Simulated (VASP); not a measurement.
# SiC (P1) in VASP: a series of runs, part 2 of 2

VASP 6.6.1.

### 3 Single point, r2SCAN (atom 3 (C) moved -0.600 Å along Cartesian [1 1 0])

The input, POSCAR:

```
SiC
1.0
    3.0751950059      0.0000000000      0.0000000000
   -1.5375975029      2.6631969967      0.0000000000
    0.0000000000      0.0000000000      5.0481668544
Si C
2 2
Direct
    0.3333333333      0.6666666667      0.0046028828
    0.6666666667      0.3333333333      0.5046028828
    0.1157168759      0.5073603633      0.3803971172
    0.6666666667      0.3333333333      0.8803971172
```

The input, INCAR.step1:

```
SYSTEM = SiC
  PREC = Accurate
  ENCUT = 520
  ISMEAR = 0
  SIGMA = 0.05
  LREAL = .False.
  LASPH = .True.
  NELM = 60
  NBANDS = 16
  GGA = PE
  ALGO = Normal
  EDIFF = 1E-4
  LWAVE = .True.
  LCHARG = .False.
```

The input, INCAR.step2:

```
SYSTEM = SiC
  PREC = Accurate
  ENCUT = 520
  EDIFF = 1E-6
  ISMEAR = 0
  SIGMA = 0.05
  LREAL = .False.
  LASPH = .True.
  NELM = 60
  ALGO = Normal
  ISIF = 2
  LWAVE = .False.
  LCHARG = .False.
  METAGGA = R2SCAN
  LMIXTAU = .True.
  NBANDS = 16
  ISTART = 1
```

The input, KPOINTS:

```
Automatic mesh
0
Gamma
  12 12 6
  0 0 0
```

Potentials or basis: VASP PAW PBE potentials, release 64 (Si, C).

Run with:

```console
> cat potpaw_PBE.64/Si/POTCAR potpaw_PBE.64/C/POTCAR > POTCAR
> cp INCAR.step1 INCAR
> mpirun -np 1 vasp_std > vasp.out
> cp INCAR.step2 INCAR
> mpirun -np 1 vasp_std > vasp.out
```

OUTCAR:

```text
SYSTEM = SiC
   PREC = Accurate
   ENCUT = 520
   EDIFF = 1E-6
   ISMEAR = 0
   LREAL = .False.
   LASPH = .True.
   NELM = 60
   ISIF = 2
   METAGGA = R2SCAN
   ISTART = 1

 ion  position               nearest neighbor table
   1  0.333  0.667  0.005-   4 1.88   4 1.88   4 1.88   3 1.99   2 3.09   2 3.09   2 3.09   2 3.09
                             2 3.09   2 3.09
   2  0.667  0.333  0.505-   3 1.36   4 1.90   3 2.11   3 2.33   1 3.09   1 3.09   1 3.09   1 3.09
                             1 3.09   1 3.09
   3  0.116  0.507  0.380-   2 1.36   1 1.99   2 2.11   2 2.33
   4  0.667  0.333  0.880-   1 1.88   1 1.88   1 1.88   2 1.90

  LATTYP: Found a hexagonal cell.
 ALAT       =     3.0751950059
 C/A-ratio  =     1.6415761748

  Lattice vectors:

 A1 = (   3.0751950059,   0.0000000000,   0.0000000000)
 A2 = (  -1.5375975029,   2.6631969967,   0.0000000000)
 A3 = (   0.0000000000,   0.0000000000,   5.0481668544)

Analysis of symmetry for initial positions (statically):
=====================================================================
 Subroutine PRICEL returns:
 Original cell was already a primitive cell.

 Routine SETGRP: Setting up the symmetry group for a
 hexagonal supercell.

 Subroutine GETGRP returns: Found  1 space group operations
 (whereof  1 operations were pure point group operations)
 out of a pool of 24 trial point group operations.

The static configuration has the point symmetry C_1 .

Analysis of symmetry for dynamics (positions and initial velocities):
=====================================================================
 Subroutine PRICEL returns:
 Original cell was already a primitive cell.

 Routine SETGRP: Setting up the symmetry group for a
 hexagonal supercell.

 Subroutine GETGRP returns: Found  1 space group operations
 (whereof  1 operations were pure point group operations)
 out of a pool of 24 trial point group operations.

The dynamic configuration has the point symmetry C_1 .

 Subroutine INISYM returns: Found  1 space group operations
 (whereof  1 operations are pure point group operations),
 and found     1 'primitive' translations

----------------------------------------------------------------------------------------

                                     Primitive cell

  volume of cell :      41.3437

  direct lattice vectors                    reciprocal lattice vectors
     3.075195006  0.000000000  0.000000000     0.325182630  0.187744279  0.000000000
    -1.537597503  2.663196997  0.000000000     0.000000000  0.375488558  0.000000000
     0.000000000  0.000000000  5.048166854     0.000000000  0.000000000  0.198091709

  length of vectors
     3.075195006  3.075195006  5.048166854     0.375488558  0.375488558  0.198091709

  position of ions in fractional coordinates (direct lattice)
     0.333333333  0.666666667  0.004602883
     0.666666667  0.333333333  0.504602883
     0.115716876  0.507360363  0.380397117
     0.666666667  0.333333333  0.880397117

  ion indices of the primitive-cell ions
   primitive index   ion index
                 1           1
                 2           2
                 3           3
                 4           4

----------------------------------------------------------------------------------------

 KPOINTS: Automatic mesh

[... 26 lines left out ...]
  0.000000  0.083333  0.000000      2.000000
 -0.083333  0.083333  0.000000      2.000000
  0.166667  0.000000  0.000000      2.000000
  0.000000  0.166667  0.000000      2.000000
[... 16 lines left out ...]
  0.166667  0.083333  0.000000      2.000000
 -0.083333  0.250000  0.000000      2.000000
 [... further k-points ...]
   k-points           NKPTS =    436   k-points in BZ     NKDIM =    436   number of bands    NBANDS=     16
   number of dos      NEDOS =    301   number of ions     NIONS =      4
   total plane-waves  NPLWV =  23040
   dimension x,y,z NGX =    24 NGY =   24 NGZ =   40
   dimension x,y,z NGXF=    48 NGYF=   48 NGZF=   80
   ions per type =               2   2
   NGX,Y,Z   is equivalent  to a cutoff of  12.97, 12.97, 13.17 a.u.
   NGXF,Y,Z  is equivalent  to a cutoff of  25.95, 25.95, 26.35 a.u.
 SYSTEM =  SiC
   PREC   = accura    normal or accurate (medium, high low for compatibility)
   ISTART =      1    job   : 0-new  1-cont  2-samecut
   ICHARG =      0    charge: 1-file 2-atom 10-const
   ISPIN  =      1    spin polarized calculation?
   LNONCOLLINEAR =      F non collinear calculations
   LSORBIT =      F    spin-orbit coupling
   LASPH  =      T    aspherical Exc in radial PAW
   ENCUT  =  520.0 eV  38.22 Ry    6.18 a.u.   5.72  5.72  9.39*2*pi/ulx,y,z
   NELM   =     60;   NELMIN=  2; NELMDL=  0     # of ELM steps
   EDIFF  = 0.1E-05   stopping-criterion for ELM
   LREAL  =      F    real-space projection
   EDIFFG = 0.1E-04   stopping-criterion for IOM
   NSW    =      0    number of steps for IOM
   IBRION =     -1    ionic relax: 0-MD 1-quasi-New 2-CG
   NFREE  =      0    steps in history (QN), initial steepest desc. (CG)
   ISIF   =      2    stress and relaxation
   ISYM   =      2    0-nonsym 1-usesym 2-fastsym
   POTIM  = 0.5000    time-step for ionic-motion
   TEBEG  =    0.0;   TEEND  =   0.0 temperature during run
   PSTRESS=    0.0 pullay stress
   NELECT =      16.0000    total number of electrons
   NUPDOWN=      -1.0000    fix difference up-down
   EMIN   =  10.00;   EMAX   =-10.00  energy-range for DOS
   EFERMI =   0.00;   METHOD = LEGACY
   ISMEAR =     0;   SIGMA  =   0.05  broadening in eV -4-tet -1-fermi 0-gaus
   EFERMI_NEDOS =   21; number of points for ismear=-14 and -15
   IALGO  =     38    algorithm
   IMIX   =      4    mixing-type and parameters
     AMIX     =   0.40;   BMIX     =  1.00
     AMIX_MAG =   1.60;   BMIX_MAG =  1.00
  volume/ion in A,a.u.               =      10.34        69.75
  Fermi-wavevector in a.u.,A,eV,Ry     =   1.193012  2.254466 19.364879  1.423278
  Thomas-Fermi vector in A             =   2.329037
   LORBIT       =      0    0 simple, 1 ext, 2 COOP (PROOUT), +10 PAW based schemes
   METAGGA = R2SCAN    functional components
   LHFCALC =     F    Hartree Fock is set to
   AEXX    =    0.0000 exact exchange contribution
   IVDW    =     0    specifies the selected vdW correction
   LEPSILON=     F    determine dielectric tensor
   LRPA    =     F    only Hartree local field effects (RPA)
 non-spin polarized calculation
 Gauss-broadening in eV      SIGMA  =   0.05
  energy-cutoff  :      520.00
  volume of cell :       41.34
 maximum number of plane-waves:      1126
   NGX = 11   NGY = 11   NGZ = 19

 number of electron      16.0000000 magnetization

 Free energy of the ion-electron system (eV)
  ---------------------------------------------------
  ext. energy  EPLUGINS =         0.00000000
  ---------------------------------------------------
  free energy    TOTEN  =       -32.64224370 eV

  energy without entropy =      -32.64224370  energy(sigma->0) =      -32.64224370

 E-fermi :   8.7806     XC(G=0): -11.9046

 val. band max:        8.5797007694   @ k =   0.0000   0.0000   0.0000
 cond. band min:      10.2306426077   @ k =  -0.2500  -0.4167   0.0000
 fundamental gap:      1.6509418383
 Fermi energy:         8.7806145829

 k-point     1 :       0.0000    0.0000    0.0000
  band No.  band energies     occupation
      1      -8.3226      2.00000
      2      -4.8058      2.00000
      3      -0.8879      2.00000
      4       5.5560      2.00000
      5       7.0866      2.00000
      6       7.3527      2.00000
[... 433 lines left out ...]
      3      -0.1562      2.00000
      4       3.6102      2.00000
      5       4.6248      2.00000
      6       6.1218      2.00000
[... 8 lines left out ...]
     15      18.4606      0.00000
     16      19.8061      0.00000

 [... further k-points ...]

------------------------ aborting loop because EDIFF is reached ----------------------------------------

  FORCE on cell =-STRESS in cart. coord.  units (eV):
  Direction    XX          YY          ZZ          XY          YZ          ZX
  --------------------------------------------------------------------------------------
  -------------------------------------------------------------------------------------
  Total       20.9219668      2.8783150      6.3948504      9.1717198     -4.5441563    -12.9391316
  in kB      810.7807651    111.5422093    247.8171275    355.4280548   -176.0979050   -501.4250863
  external PRESSURE =     390.0467006 kB  Pullay stress =       0.0000000 kB

 VOLUME and BASIS-vectors are now :
 -----------------------------------------------------------------------------
  energy-cutoff  :      520.00
  volume of cell :       41.34
      direct lattice vectors                 reciprocal lattice vectors
     3.075195006  0.000000000  0.000000000     0.325182630  0.187744279  0.000000000
    -1.537597503  2.663196997  0.000000000     0.000000000  0.375488558  0.000000000
     0.000000000  0.000000000  5.048166854     0.000000000  0.000000000  0.198091709

 POSITION                                       TOTAL-FORCE (eV/Angst)
 -----------------------------------------------------------------------------------
     -0.00000      1.77546      0.02324        -1.027578     -1.047534      0.721525
      1.53760      0.88773      2.54732       -24.035021    -10.166956     12.465452
     -0.42426      1.35120      1.92031        25.508836     11.471414    -13.105963
      1.53760      0.88773      4.44439        -0.446237     -0.256924     -0.081014
 -----------------------------------------------------------------------------------
    total drift:                               -0.001750     -0.000717      0.000760

  FREE ENERGIE OF THE ION-ELECTRON SYSTEM (eV)
  ---------------------------------------------------
  free  energy   TOTEN  =       -32.6422437023 eV

  energy  without entropy=      -32.6422437023  energy(sigma->0) =      -32.64224370
```

Wall time 11 min (1 thread of Intel Xeon 8259CL, shared host); peak memory 0.35 GiB.

What came out:

```yaml
Free_energy: -32.6422 eV
Pressure: 39.0 GPa
Largest_force: 30.888 eV/Å
Band_gap_on_the_k_mesh: 1.65 eV (least direct gap 3.39 eV)
```

Forces in eV/Å, atoms in the order of the input:
```
Si   -1.028  -1.048   0.722
Si  -24.035 -10.167  12.465
C    25.509  11.471 -13.106
C    -0.446  -0.257  -0.081
```

Levels at points of the mesh, in eV from the valence-band top:
```tsv
k point	band 4	band 5	band 6	band 7	band 8	band 9	band 10	band 11	band 12	band 13
(0.00, 0.00, 0.00)	-3.02	-1.49	-1.23	-0.39	0.00	4.20	5.75	6.65	6.97	7.27
(0.50, 0.00, 0.00)	-7.30	-5.48	-4.80	-3.77	-1.47	2.77	5.77	6.25	7.61	8.18
(0.00, 0.50, 0.00)	-6.70	-6.05	-3.94	-2.92	-1.96	1.72	2.94	5.43	7.18	9.87
(0.50, 0.50, 0.00)	-6.59	-6.38	-3.65	-3.32	-1.87	2.15	3.70	5.08	6.99	9.57
(0.00, 0.00, 0.50)	-5.00	-2.18	-1.45	-1.36	-0.08	4.29	5.94	6.07	6.72	7.47
(0.50, 0.00, 0.50)	-9.02	-3.28	-3.10	-2.54	-2.23	2.60	3.20	4.45	5.75	10.08
(0.00, 0.50, 0.50)	-7.89	-4.29	-3.51	-2.95	-2.29	2.61	3.34	4.62	5.14	9.49
(0.50, 0.50, 0.50)	-8.41	-4.01	-3.44	-2.75	-1.64	1.96	3.24	4.63	5.13	9.32
```

Caveat: the cell differs from its parent crystal (atom 3 (C) moved -0.600 Å along Cartesian [1 1 0]); the cell stands under pressure; the PAW data sets were made with another functional, which shifts forces and pressure a little.
